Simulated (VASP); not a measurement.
# Pb (Pm-3m) in VASP: single point with PBEsol

Aim: the single point of Pb with PBEsol.

All numbers are computed with VASP 6.6.1; they aren't measurements. Logs are shortened: lines on timing, memory, paths and dates and some standing lists are left out, and cuts for length are marked.

**1. The cell of the first run**

The structure is cubic, space group Pm-3m (No. 221). The conventional cell has a = 5.050 Å, b = 5.050 Å, c = 5.050 Å, α = 90.00°, β = 90.00°, γ = 90.00°.

**2. Single point, PBEsol**

Contents of INCAR:

```
  PREC = Accurate
  ENCUT = 520
  EDIFF = 1E-7
  ISMEAR = 1
  SIGMA = 0.15
  LREAL = F
  LASPH = T
  NELM = 80
  ALGO = Normal
  ISIF = 2
  LWAVE = F
  LCHARG = F
  GGA = PS
  NBANDS = 13
```

Contents of KPOINTS:

```
regular mesh
0
Gamma
  5 5 5
```

Contents of POSCAR:

```
Pb
1.0
    5.0498580000      0.0000000000      0.0000000000
    0.0000000000      5.0498580000      0.0000000000
    0.0000000000      0.0000000000      5.0498580000
Pb
1
Direct
    0.0000000000      0.0000000000      0.0000000000
```

Potentials or basis: VASP PAW PBE potentials, release 64 (Pb_d).

Started as:

```bash
$ cat potpaw_PBE.64/Pb_d/POTCAR > POTCAR
$ mpirun -np 1 vasp_std > vasp.out
```

OUTCAR:

```text
PREC = Accurate
   ENCUT = 520
   EDIFF = 1E-7
   ISMEAR = 1
   LREAL = F
   LASPH = T
   NELM = 80
   ISIF = 2
   GGA = PS

 ion  position               nearest neighbor table
   1  0.000  0.000  0.000-

  LATTYP: Found a simple cubic cell.
 ALAT       =     5.0498580000

  Lattice vectors:

 A1 = (   5.0498580000,   0.0000000000,   0.0000000000)
 A2 = (   0.0000000000,   5.0498580000,   0.0000000000)
 A3 = (   0.0000000000,   0.0000000000,   5.0498580000)

Analysis of symmetry for initial positions (statically):
=====================================================================
 Subroutine PRICEL returns:
 Original cell was already a primitive cell.

 Routine SETGRP: Setting up the symmetry group for a
 simple cubic supercell.

 Subroutine GETGRP returns: Found 48 space group operations
 (whereof 48 operations were pure point group operations)
 out of a pool of 48 trial point group operations.

The static configuration has the point symmetry O_h .

Analysis of symmetry for dynamics (positions and initial velocities):
=====================================================================
 Subroutine PRICEL returns:
 Original cell was already a primitive cell.

 Routine SETGRP: Setting up the symmetry group for a
 simple cubic supercell.

 Subroutine GETGRP returns: Found 48 space group operations
 (whereof 48 operations were pure point group operations)
 out of a pool of 48 trial point group operations.

The dynamic configuration has the point symmetry O_h .

 Subroutine INISYM returns: Found 48 space group operations
 (whereof 48 operations are pure point group operations),
 and found     1 'primitive' translations

----------------------------------------------------------------------------------------

                                     Primitive cell

  volume of cell :     128.7768

  direct lattice vectors                    reciprocal lattice vectors
     5.049858000  0.000000000  0.000000000     0.198025370  0.000000000  0.000000000
     0.000000000  5.049858000  0.000000000     0.000000000  0.198025370  0.000000000
     0.000000000  0.000000000  5.049858000     0.000000000  0.000000000  0.198025370

  length of vectors
     5.049858000  5.049858000  5.049858000     0.198025370  0.198025370  0.198025370

  position of ions in fractional coordinates (direct lattice)
     0.000000000  0.000000000  0.000000000

  ion indices of the primitive-cell ions
   primitive index   ion index
                 1           1

----------------------------------------------------------------------------------------

 KPOINTS: regular mesh

Automatic generation of k-mesh.
 Grid dimensions read from file:
 generate k-points for:    5    5    5

 Generating k-lattice:

  Cartesian coordinates                     Fractional coordinates (reciprocal lattice)
     0.039605074  0.000000000  0.000000000     0.200000000  0.000000000  0.000000000
     0.000000000  0.039605074  0.000000000     0.000000000  0.200000000  0.000000000
     0.000000000  0.000000000  0.039605074     0.000000000  0.000000000  0.200000000

  Length of vectors
     0.039605074  0.039605074  0.039605074

  Shift w.r.t. Gamma in fractional coordinates (k-lattice)
     0.000000000  0.000000000  0.000000000

 Subroutine IBZKPT returns following result:
 ===========================================

 Found     10 irreducible k-points:

 Following reciprocal coordinates:
            Coordinates               Weight
  0.000000  0.000000  0.000000      1.000000
  0.200000  0.000000  0.000000      6.000000
  0.400000  0.000000  0.000000      6.000000
  0.200000  0.200000  0.000000     12.000000
  0.400000  0.200000  0.000000     24.000000
  0.400000  0.400000  0.000000     12.000000
  0.200000  0.200000  0.200000      8.000000
  0.400000  0.200000  0.200000     24.000000
  0.400000  0.400000  0.200000     24.000000
  0.400000  0.400000  0.400000      8.000000
   k-points           NKPTS =     10   k-points in BZ     NKDIM =     10   number of bands    NBANDS=     13
   number of dos      NEDOS =    301   number of ions     NIONS =      1
   total plane-waves  NPLWV =  64000
   dimension x,y,z NGX =    40 NGY =   40 NGZ =   40
   dimension x,y,z NGXF=    80 NGYF=   80 NGZF=   80
   ions per type =               1
   NGX,Y,Z   is equivalent  to a cutoff of  13.17, 13.17, 13.17 a.u.
   NGXF,Y,Z  is equivalent  to a cutoff of  26.34, 26.34, 26.34 a.u.
 SYSTEM =  unknown system
   PREC   = accura    normal or accurate (medium, high low for compatibility)
   ISTART =      0    job   : 0-new  1-cont  2-samecut
   ICHARG =      2    charge: 1-file 2-atom 10-const
   ISPIN  =      1    spin polarized calculation?
   LNONCOLLINEAR =      F non collinear calculations
   LSORBIT =      F    spin-orbit coupling
   LASPH  =      T    aspherical Exc in radial PAW
   ENCUT  =  520.0 eV  38.22 Ry    6.18 a.u.   9.39  9.39  9.39*2*pi/ulx,y,z
   NELM   =     80;   NELMIN=  2; NELMDL= -5     # of ELM steps
   EDIFF  = 0.1E-06   stopping-criterion for ELM
   LREAL  =      F    real-space projection
   EDIFFG = 0.1E-05   stopping-criterion for IOM
   NSW    =      0    number of steps for IOM
   IBRION =     -1    ionic relax: 0-MD 1-quasi-New 2-CG
   NFREE  =      0    steps in history (QN), initial steepest desc. (CG)
   ISIF   =      2    stress and relaxation
   ISYM   =      2    0-nonsym 1-usesym 2-fastsym
   POTIM  = 0.5000    time-step for ionic-motion
   TEBEG  =    0.0;   TEEND  =   0.0 temperature during run
   PSTRESS=    0.0 pullay stress
   NELECT =      14.0000    total number of electrons
   NUPDOWN=      -1.0000    fix difference up-down
   EMIN   =  10.00;   EMAX   =-10.00  energy-range for DOS
   EFERMI =   0.00;   METHOD = LEGACY
   ISMEAR =     1;   SIGMA  =   0.15  broadening in eV -4-tet -1-fermi 0-gaus
   EFERMI_NEDOS =   21; number of points for ismear=-14 and -15
   IALGO  =     38    algorithm
   IMIX   =      4    mixing-type and parameters
     AMIX     =   0.40;   BMIX     =  1.00
     AMIX_MAG =   1.60;   BMIX_MAG =  1.00
  volume/ion in A,a.u.               =     128.78       869.03
  Fermi-wavevector in a.u.,A,eV,Ry     =   0.781337  1.476513  8.306185  0.610487
  Thomas-Fermi vector in A             =   1.884834
   LORBIT       =      0    0 simple, 1 ext, 2 COOP (PROOUT), +10 PAW based schemes
   GGA     = PS    functional components
   LHFCALC =     F    Hartree Fock is set to
   AEXX    =    0.0000 exact exchange contribution
   IVDW    =     0    specifies the selected vdW correction
   LEPSILON=     F    determine dielectric tensor
   LRPA    =     F    only Hartree local field effects (RPA)
 non-spin polarized calculation
 Methfessel and Paxton  Order N= 1 SIGMA  =   0.15
  energy-cutoff  :      520.00
  volume of cell :      128.78
 maximum number of plane-waves:      3485
 NGX is ok and might be reduce to    40
   NGX = 19   NGY = 19   NGZ = 19

 number of electron      14.0000003 magnetization

 Free energy of the ion-electron system (eV)
  ---------------------------------------------------
  ext. energy  EPLUGINS =         0.00000000
  ---------------------------------------------------
  free energy    TOTEN  =        -1.26543708 eV

  energy without entropy =       -1.26787226  energy(sigma->0) =       -1.26624881

 E-fermi :  -1.3368     XC(G=0):  -4.9243

 val. band max:       -1.4046060649   @ k =   0.4000   0.4000   0.2000
 cond. band min:      -1.2903893773   @ k =   0.4000   0.4000   0.4000
 fundamental gap:      0.1142166876
 Fermi energy:        -1.3368309951

 k-point     1 :       0.0000    0.0000    0.0000
  band No.  band energies     occupation
      1     -18.8114      2.00000
      2     -18.8114      2.00000
      3     -18.8090      2.00000
      4     -18.8090      2.00000
      5     -18.8090      2.00000
      6      -9.7664      2.00000
      7      -0.2589     -0.00000
      8      -0.2589     -0.00000
      9      -0.2589     -0.00000
     10       1.1617     -0.00000
     11       3.9290      0.00000
     12       3.9290      0.00000
     13       7.8222      0.00000

 k-point     2 :       0.2000    0.0000    0.0000
  band No.  band energies     occupation
      1     -18.8114      2.00000
      2     -18.8098      2.00000
      3     -18.8094      2.00000
      4     -18.8094      2.00000
      5     -18.8090      2.00000
      6      -9.7293      2.00000
      7      -1.0812     -0.03670
      8      -0.1880     -0.00000
      9      -0.1880     -0.00000
     10       1.8108      0.00000
     11       4.1165      0.00000
     12       4.6523      0.00000
     13       6.6596      0.00000

 k-point     3 :       0.4000    0.0000    0.0000
  band No.  band energies     occupation
      1     -18.8113      2.00000
      2     -18.8100      2.00000
      3     -18.8100      2.00000
      4     -18.8090      2.00000
      5     -18.8070      2.00000
      6      -9.6666      2.00000
      7      -1.8583      2.00001
      8      -0.0643     -0.00000
      9      -0.0643     -0.00000
     10       2.5298      0.00000
     11       4.4420      0.00000
     12       4.5728      0.00000
     13       5.9631      0.00000

 k-point     4 :       0.2000    0.2000    0.0000
  band No.  band energies     occupation
      1     -18.8105      2.00000
      2     -18.8098      2.00000
      3     -18.8094      2.00000
      4     -18.8094      2.00000
      5     -18.8089      2.00000
      6      -9.6928      2.00000
      7      -1.0873     -0.04030
      8      -0.8465     -0.00004
      9      -0.1192     -0.00000
     10       2.4367      0.00000
     11       4.3651      0.00000
     12       5.0583      0.00000
     13       5.5175      0.00000

 k-point     5 :       0.4000    0.2000    0.0000
  band No.  band energies     occupation
      1     -18.8104      2.00000
      2     -18.8102      2.00000
      3     -18.8100      2.00000
      4     -18.8093      2.00000
      5     -18.8064      2.00000
      6      -9.6314      2.00000
      7      -1.7472      2.00076
      8      -0.7757     -0.00000
      9       0.0004     -0.00000
     10       3.1162      0.00000
     11       3.6941      0.00000
     12       5.2966      0.00000
     13       5.7071      0.00000

 k-point     6 :       0.4000    0.4000    0.0000
  band No.  band energies     occupation
      1     -18.8111      2.00000
      2     -18.8099      2.00000
      3     -18.8099      2.00000
      4     -18.8091      2.00000
      5     -18.8048      2.00000
      6      -9.5723      2.00000
      7      -1.5599      2.05647
      8      -1.5023      2.06557
      9       0.1120     -0.00000
     10       2.5741      0.00000
     11       4.0049      0.00000
     12       5.8410      0.00000
     13       5.9811      0.00000

 k-point     7 :       0.2000    0.2000    0.2000
  band No.  band energies     occupation
      1     -18.8098      2.00000
      2     -18.8098      2.00000
      3     -18.8098      2.00000
      4     -18.8089      2.00000
      5     -18.8089      2.00000
      6      -9.6570      2.00000
      7      -1.0689     -0.02996
      8      -0.7593     -0.00000
      9      -0.7593     -0.00000
     10       3.0323      0.00000
     11       4.9479      0.00000
     12       4.9479      0.00000
     13       5.1744      0.00000

 k-point     8 :       0.4000    0.2000    0.2000
  band No.  band energies     occupation
      1     -18.8104      2.00000
      2     -18.8104      2.00000
      3     -18.8097      2.00000
      4     -18.8088      2.00000
      5     -18.8061      2.00000
      6      -9.5969      2.00000
      7      -1.6398      2.01500
      8      -0.7638     -0.00000
      9      -0.6025     -0.00000
     10       3.3336      0.00000
     11       4.2785      0.00000
     12       4.3749      0.00000
     13       5.9040      0.00000

 k-point     9 :       0.4000    0.4000    0.2000
  band No.  band energies     occupation
      1     -18.8110      2.00000
      2     -18.8103      2.00000
      3     -18.8103      2.00000
      4     -18.8074      2.00000
      5     -18.8048      2.00000
      6      -9.5388      2.00000
      7      -1.4601      1.99086
      8      -1.4046      1.68502
      9      -0.5241     -0.00000
     10       2.7635      0.00000
     11       4.2913      0.00000
     12       4.5209      0.00000
     13       5.5319      0.00000

 k-point    10 :       0.4000    0.4000    0.4000
  band No.  band energies     occupation
      1     -18.8110      2.00000
      2     -18.8110      2.00000
      3     -18.8110      2.00000
      4     -18.8047      2.00000
      5     -18.8047      2.00000
      6      -9.4827      2.00000
      7      -1.2904      0.50278
      8      -1.2258      0.05362
      9      -1.2258      0.05362
     10       3.1107      0.00000
     11       3.5055      0.00000
     12       3.5055      0.00000
     13       5.2170      0.00000

------------------------ aborting loop because EDIFF is reached ----------------------------------------

  FORCE on cell =-STRESS in cart. coord.  units (eV):
  Direction    XX          YY          ZZ          XY          YZ          ZX
  --------------------------------------------------------------------------------------
  -------------------------------------------------------------------------------------
  Total       -1.7705681     -1.7705681     -1.7705681      0.0000000     -0.0000000      0.0000000
  in kB      -22.0285399    -22.0285399    -22.0285399      0.0000000     -0.0000000      0.0000000
  external PRESSURE =     -22.0285399 kB  Pullay stress =       0.0000000 kB

 VOLUME and BASIS-vectors are now :
 -----------------------------------------------------------------------------
  energy-cutoff  :      520.00
  volume of cell :      128.78
      direct lattice vectors                 reciprocal lattice vectors
     5.049858000  0.000000000  0.000000000     0.198025370  0.000000000  0.000000000
     0.000000000  5.049858000  0.000000000     0.000000000  0.198025370  0.000000000
     0.000000000  0.000000000  5.049858000     0.000000000  0.000000000  0.198025370

 POSITION                                       TOTAL-FORCE (eV/Angst)
 -----------------------------------------------------------------------------------
      0.00000      0.00000      0.00000         0.000000      0.000000      0.000000
 -----------------------------------------------------------------------------------
    total drift:                               -0.000000     -0.000000      0.000000

  FREE ENERGIE OF THE ION-ELECTRON SYSTEM (eV)
  ---------------------------------------------------
  free  energy   TOTEN  =        -1.2654370809 eV

  energy  without entropy=       -1.2678722554  energy(sigma->0) =       -1.26624881
```

Run time: 7.8 s. Hardware: 1 thread of Intel Xeon 6975P-C (Granite Rapids), shared host; peak memory 0.23 GiB.

What came out:

```yaml
Free_energy: -1.2654 eV
Pressure: -2.2 GPa
Band_gap_on_the_k_mesh: zero (band 7 reaches -0.26 eV, above the bottom of band 8 at -1.50 eV)
```

Caveat: the PAW data sets were made with another functional, which shifts forces and pressure a little; spin-orbit coupling is left out, which moves the levels of the heavy elements.
